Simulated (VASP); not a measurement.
# ZnO (P6_3mc) in VASP: relaxation of the atoms with r2SCAN

Aim: the relaxation of the atoms of ZnO with r2SCAN.

All numbers are computed with VASP 6.6.1; they aren't measurements. Logs are shortened: lines on timing, memory, paths and dates and some standing lists are left out, and cuts for length are marked.

## Step 1: The cell of the first run

It takes space group P6_3mc (No. 186, hexagonal). The conventional cell has a = 3.237 Å, b = 3.237 Å, c = 5.222 Å, α = 90.00°, β = 90.00°, γ = 120.00°. Zn (site symmetry 3m) has 4 O at 1.97 to 1.98 Å within 2.6 Å. Within 2.6 Å of O (site symmetry 3m) lie 4 Zn at 1.97 to 1.98 Å.

## Step 2: Relaxation of the atoms, r2SCAN

Input file POSCAR:

```
ZnO
1.0
    3.2373510235      0.0000000000      0.0000000000
   -1.6186755117      2.8036282273      0.0000000000
    0.0000000000      0.0000000000      5.2220613000
Zn O
2 2
Direct
    0.6666666667      0.3333333333      0.5005917000
    0.3333333333      0.6666666667      0.0005917000
    0.6666666667      0.3333333333      0.8797183000
    0.3333333333      0.6666666667      0.3797183000
```

Input file INCAR.step1:

```
SYSTEM = ZnO
PREC = Accurate ; ENCUT = 520
ISMEAR = -1 ; SIGMA = 0.01
LREAL = .FALSE. ; LASPH = .TRUE.
NELM = 100 ; GGA = PE
ALGO = Normal ; EDIFF = 1E-4
LWAVE = .TRUE. ; LCHARG = .FALSE.
```

Input file INCAR.step2:

```
SYSTEM = ZnO
PREC = Accurate ; ENCUT = 520
EDIFF = 1E-6 ; ISMEAR = -1
SIGMA = 0.01 ; LREAL = .FALSE.
LASPH = .TRUE. ; NELM = 100
ALGO = Normal ; ISIF = 2
LWAVE = .FALSE. ; LCHARG = .FALSE.
METAGGA = R2SCAN ; LMIXTAU = .TRUE.
IBRION = 2 ; NSW = 80
EDIFFG = -0.02 ; ISTART = 1
```

Input file KPOINTS:

```
Automatic mesh
0
G
  12 12 7
  0 0 0
```

Potentials or basis: VASP PAW PBE potentials, release 64 (Zn, O).

Started as:

```sh
> cat potpaw_PBE.64/Zn/POTCAR potpaw_PBE.64/O/POTCAR > POTCAR
> cp INCAR.step1 INCAR
> mpirun -np 1 vasp_std > vasp.out
> cp INCAR.step2 INCAR
> mpirun -np 1 vasp_std > vasp.out
```

OUTCAR:

```text
SYSTEM = ZnO
   PREC = Accurate
   ENCUT = 520
   EDIFF = 1E-6
   ISMEAR = -1
   LREAL = .FALSE.
   LASPH = .TRUE.
   NELM = 100
   ISIF = 2
   METAGGA = R2SCAN
   IBRION = 2
   NSW = 80
   EDIFFG = -0.02
   ISTART = 1

 ion  position               nearest neighbor table
   1  0.667  0.333  0.501-   4 1.97   4 1.97   4 1.97   3 1.98
   2  0.333  0.667  0.001-   3 1.97   3 1.97   3 1.97   4 1.98
   3  0.667  0.333  0.880-   2 1.97   2 1.97   2 1.97   1 1.98
   4  0.333  0.667  0.380-   1 1.97   1 1.97   1 1.97   2 1.98

  LATTYP: Found a hexagonal cell.
 ALAT       =     3.2373510235
 C/A-ratio  =     1.6130661340

  Lattice vectors:

 A1 = (   3.2373510235,   0.0000000000,   0.0000000000)
 A2 = (  -1.6186755117,   2.8036282273,   0.0000000000)
 A3 = (   0.0000000000,   0.0000000000,   5.2220613000)

Analysis of symmetry for initial positions (statically):
=====================================================================
 Subroutine PRICEL returns:
 Original cell was already a primitive cell.

 Routine SETGRP: Setting up the symmetry group for a
 hexagonal supercell.

 Subroutine GETGRP returns: Found 12 space group operations
 (whereof  6 operations were pure point group operations)
 out of a pool of 24 trial point group operations.

The static configuration has the point symmetry C_3v.
 The point group associated with its full space group is C_6v.

Analysis of symmetry for dynamics (positions and initial velocities):
=====================================================================
 Subroutine PRICEL returns:
 Original cell was already a primitive cell.

 Routine SETGRP: Setting up the symmetry group for a
 hexagonal supercell.

 Subroutine GETGRP returns: Found 12 space group operations
 (whereof  6 operations were pure point group operations)
 out of a pool of 24 trial point group operations.

The dynamic configuration has the point symmetry C_3v.
 The point group associated with its full space group is C_6v.

 Subroutine INISYM returns: Found 12 space group operations
 (whereof  6 operations are pure point group operations),
 and found     1 'primitive' translations

----------------------------------------------------------------------------------------

                                     Primitive cell

  volume of cell :      47.3971

  direct lattice vectors                    reciprocal lattice vectors
     3.237351024  0.000000000  0.000000000     0.308894523  0.178340336  0.000000000
    -1.618675512  2.803628227  0.000000000     0.000000000  0.356680672  0.000000000
     0.000000000  0.000000000  5.222061300     0.000000000  0.000000000  0.191495263

  length of vectors
     3.237351024  3.237351023  5.222061300     0.356680672  0.356680672  0.191495263

  position of ions in fractional coordinates (direct lattice)
     0.666666667  0.333333333  0.500591700
     0.333333333  0.666666667  0.000591700
     0.666666667  0.333333333  0.879718300
     0.333333333  0.666666667  0.379718300

  ion indices of the primitive-cell ions
   primitive index   ion index
                 1           1
                 2           2
                 3           3
                 4           4

----------------------------------------------------------------------------------------

 KPOINTS: Automatic mesh

Automatic generation of k-mesh.
 Grid dimensions read from file:
 generate k-points for:   12   12    7

 Generating k-lattice:

  Cartesian coordinates                     Fractional coordinates (reciprocal lattice)
     0.025741210  0.014861695  0.000000000     0.083333333  0.000000000  0.000000000
     0.000000000  0.029723389  0.000000000     0.000000000  0.083333333  0.000000000
     0.000000000  0.000000000  0.027356466     0.000000000  0.000000000  0.142857143

  Length of vectors
     0.029723389  0.029723389  0.027356466

  Shift w.r.t. Gamma in fractional coordinates (k-lattice)
     0.000000000  0.000000000  0.000000000

 Subroutine IBZKPT returns following result:
 ===========================================

 Found     76 irreducible k-points:

 Following reciprocal coordinates:
            Coordinates               Weight
  0.000000  0.000000  0.000000      1.000000
  0.083333 -0.000000  0.000000      6.000000
  0.166667 -0.000000  0.000000      6.000000
  0.250000 -0.000000  0.000000      6.000000
  0.333333  0.000000  0.000000      6.000000
  0.416667  0.000000  0.000000      6.000000
[... 16 lines left out ...]
  0.250000 -0.000000  0.142857     12.000000
  0.333333  0.000000  0.142857     12.000000
 [... further k-points ...]
   k-points           NKPTS =     76   k-points in BZ     NKDIM =     76   number of bands    NBANDS=     22
   number of dos      NEDOS =    301   number of ions     NIONS =      4
   total plane-waves  NPLWV =  23040
   dimension x,y,z NGX =    24 NGY =   24 NGZ =   40
   dimension x,y,z NGXF=    48 NGYF=   48 NGZF=   80
   ions per type =               2   2
   NGX,Y,Z   is equivalent  to a cutoff of  12.32, 12.32, 12.73 a.u.
   NGXF,Y,Z  is equivalent  to a cutoff of  24.65, 24.65, 25.47 a.u.
 SYSTEM =  ZnO
   PREC   = accura    normal or accurate (medium, high low for compatibility)
   ISTART =      1    job   : 0-new  1-cont  2-samecut
   ICHARG =      0    charge: 1-file 2-atom 10-const
   ISPIN  =      1    spin polarized calculation?
   LNONCOLLINEAR =      F non collinear calculations
   LSORBIT =      F    spin-orbit coupling
   LASPH  =      T    aspherical Exc in radial PAW
   ENCUT  =  520.0 eV  38.22 Ry    6.18 a.u.   6.02  6.02  9.71*2*pi/ulx,y,z
   NELM   =    100;   NELMIN=  2; NELMDL=  0     # of ELM steps
   EDIFF  = 0.1E-05   stopping-criterion for ELM
   LREAL  =      F    real-space projection
   EDIFFG = -.2E-01   stopping-criterion for IOM
   NSW    =     80    number of steps for IOM
   IBRION =      2    ionic relax: 0-MD 1-quasi-New 2-CG
   NFREE  =      1    steps in history (QN), initial steepest desc. (CG)
   ISIF   =      2    stress and relaxation
   ISYM   =      2    0-nonsym 1-usesym 2-fastsym
   POTIM  = 0.5000    time-step for ionic-motion
   TEBEG  =    0.0;   TEEND  =   0.0 temperature during run
   PSTRESS=    0.0 pullay stress
   NELECT =      36.0000    total number of electrons
   NUPDOWN=      -1.0000    fix difference up-down
   EMIN   =  10.00;   EMAX   =-10.00  energy-range for DOS
   EFERMI =   0.00;   METHOD = LEGACY
   ISMEAR =    -1;   SIGMA  =   0.01  broadening in eV -4-tet -1-fermi 0-gaus
   EFERMI_NEDOS =   21; number of points for ismear=-14 and -15
   IALGO  =     38    algorithm
   IMIX   =      4    mixing-type and parameters
     AMIX     =   0.40;   BMIX     =  1.00
     AMIX_MAG =   1.60;   BMIX_MAG =  1.00
  volume/ion in A,a.u.               =      11.85        79.96
  Fermi-wavevector in a.u.,A,eV,Ry     =   1.493682  2.822650 30.355784  2.231087
  Thomas-Fermi vector in A             =   2.606052
   LORBIT       =      0    0 simple, 1 ext, 2 COOP (PROOUT), +10 PAW based schemes
   METAGGA = R2SCAN    functional components
   LHFCALC =     F    Hartree Fock is set to
   AEXX    =    0.0000 exact exchange contribution
   IVDW    =     0    specifies the selected vdW correction
   LEPSILON=     F    determine dielectric tensor
   LRPA    =     F    only Hartree local field effects (RPA)
 conjugate gradient relaxation of ions
 non-spin polarized calculation
  energy-cutoff  :      520.00
  volume of cell :       47.40
 maximum number of plane-waves:      1302
   NGX = 13   NGY = 13   NGZ = 19

 number of electron      36.0000020 magnetization

 Free energy of the ion-electron system (eV)
  ---------------------------------------------------
  ext. energy  EPLUGINS =         0.00000000
  ---------------------------------------------------
  free energy    TOTEN  =       -36.31788814 eV

  energy without entropy =      -36.31788814  energy(sigma->0) =      -36.31788814

 E-fermi :   1.0978     XC(G=0): -11.6868

 val. band max:        0.8878995475   @ k =   0.0000   0.0000   0.0000
 cond. band min:       2.1158613012   @ k =   0.0000   0.0000   0.0000
 fundamental gap:      1.2279617537
 Fermi energy:         1.0978157929

 k-point     1 :       0.0000    0.0000    0.0000
  band No.  band energies     occupation
      1     -18.2302      2.00000
      2     -17.5407      2.00000
      3      -4.9521      2.00000
      4      -4.9521      2.00000
      5      -4.9034      2.00000
      6      -4.8464      2.00000
[... 14 lines left out ...]
     21       9.6960      0.00000
     22      14.6141      0.00000

 k-point     2 :       0.0833   -0.0000    0.0000
  band No.  band energies     occupation
      1     -18.1931      2.00000
      2     -17.5241      2.00000
      3      -4.9955      2.00000
      4      -4.9287      2.00000
      5      -4.8770      2.00000
      6      -4.8007      2.00000
[... 14 lines left out ...]
     21       9.6868      0.00000
     22      13.7954      0.00000

 k-point     3 :       0.1667   -0.0000    0.0000
  band No.  band energies     occupation
      1     -18.0892      2.00000
      2     -17.4799      2.00000
      3      -5.0948      2.00000
      4      -4.8668      2.00000
      5      -4.8378      2.00000
      6      -4.7595      2.00000
[... 14 lines left out ...]
     21       9.6545      0.00000
     22      12.4230      0.00000

 k-point     4 :       0.2500   -0.0000    0.0000
  band No.  band energies     occupation
      1     -17.9384      2.00000
      2     -17.4239      2.00000
      3      -5.1941      2.00000
      4      -4.8519      2.00000
      5      -4.7896      2.00000
      6      -4.6623      2.00000
[... 14 lines left out ...]
     21       9.5895      0.00000
     22      11.2008      0.00000

 k-point     5 :       0.3333    0.0000    0.0000
  band No.  band energies     occupation
      1     -17.7729      2.00000
      2     -17.3782      2.00000
      3      -5.2372      2.00000
      4      -4.8825      2.00000
      5      -4.7246      2.00000
      6      -4.5195      2.00000
[... 417 lines left out ...]
 k-point    22 :       0.1667   -0.0000    0.1429
  band No.  band energies     occupation
      1     -18.0599      2.00000
      2     -17.5108      2.00000
      3      -5.1163      2.00000
      4      -4.9026      2.00000
      5      -4.8587      2.00000
      6      -4.7953      2.00000
[... 14 lines left out ...]
     21       9.8665      0.00000
     22      12.4716      0.00000

 k-point    23 :       0.2500   -0.0000    0.1429
  band No.  band energies     occupation
      1     -17.9131      2.00000
      2     -17.4495      2.00000
      3      -5.2155      2.00000
      4      -4.9222      2.00000
      5      -4.7782      2.00000
      6      -4.6807      2.00000
[... 14 lines left out ...]
     21       9.8618      0.00000
     22      11.2566      0.00000

 k-point    24 :       0.3333    0.0000    0.1429
  band No.  band energies     occupation
      1     -17.7527      2.00000
      2     -17.3969      2.00000
      3      -5.2607      2.00000
      4      -4.9534      2.00000
      5      -4.7089      2.00000
      6      -4.5395      2.00000
[... 14 lines left out ...]
     21       9.7848      0.00000
     22      10.4279      0.00000

 [... further k-points ...]
[... 5 lines left out ...]
  --------------------------------------------------------------------------------------
  -------------------------------------------------------------------------------------
  Total        0.1456221      0.1456221      0.1474133      0.0000000      0.0000000      0.0000000
  in kB        4.9224986      4.9224986      4.9830485      0.0000000      0.0000000      0.0000000
  external PRESSURE =       4.9426819 kB  Pullay stress =       0.0000000 kB

 VOLUME and BASIS-vectors are now :
 -----------------------------------------------------------------------------
  energy-cutoff  :      520.00
  volume of cell :       47.40
      direct lattice vectors                 reciprocal lattice vectors
     3.237351024  0.000000000  0.000000000     0.308894523  0.178340336  0.000000000
    -1.618675512  2.803628227  0.000000000     0.000000000  0.356680672  0.000000000
     0.000000000  0.000000000  5.222061300     0.000000000  0.000000000  0.191495263

 POSITION                                       TOTAL-FORCE (eV/Angst)
 -----------------------------------------------------------------------------------
      1.61868      0.93454      2.61412         0.000000     -0.000000     -0.018712
     -0.00000      1.86909      0.00309        -0.000000      0.000000     -0.018712
      1.61868      0.93454      4.59394         0.000000      0.000000      0.018712
     -0.00000      1.86909      1.98291         0.000000      0.000000      0.018712
 -----------------------------------------------------------------------------------
    total drift:                                0.000000      0.000001     -0.094861

  FREE ENERGIE OF THE ION-ELECTRON SYSTEM (eV)
  ---------------------------------------------------
  free  energy   TOTEN  =       -36.3178881448 eV

  energy  without entropy=      -36.3178881448  energy(sigma->0) =      -36.31788814

 reached required accuracy - stopping structural energy minimisation
```

It took 8.2 min on 1 thread of Oxide Virtual Turin-like, shared host; peak memory 0.18 GiB.

Results:

```yaml
Free_energy: -36.3179 eV
Pressure_after_relaxing: 0.5 GPa
Largest_force_after_relaxing: 0.019 eV/Å
Band_gap_on_the_k_mesh: 1.23 eV
```

Forces on the atoms (eV/Å):
```
Zn   0.000  0.000 -0.019
Zn   0.000  0.000 -0.019
O    0.000  0.000  0.019
O    0.000  0.000  0.019
```

Final structure:
```
Zn O
1.0
     3.23735    0.00000    0.00000
    -1.61868    2.80363    0.00000
     0.00000    0.00000    5.22206
Zn O
2 2
Direct
  0.66667 0.33333 0.50059
  0.33333 0.66667 0.00059
  0.66667 0.33333 0.87972
  0.33333 0.66667 0.37972
```

Levels at points of the mesh, in eV from the valence-band top:
```tsv
k point	band 16	band 17	band 18	band 19	band 20	band 21
(0.00, 0.00, 0.00)	-0.09	0.00	0.00	1.23	5.87	8.81
(0.50, 0.00, 0.00)	-2.32	-1.31	-0.86	6.42	7.36	8.07
```

Caveat: the relaxation stopped at its first step, so nothing moved; the PAW data sets were made with another functional, which shifts forces and pressure a little; an odd mesh through Γ misses points on the zone boundary, where band edges can lie.
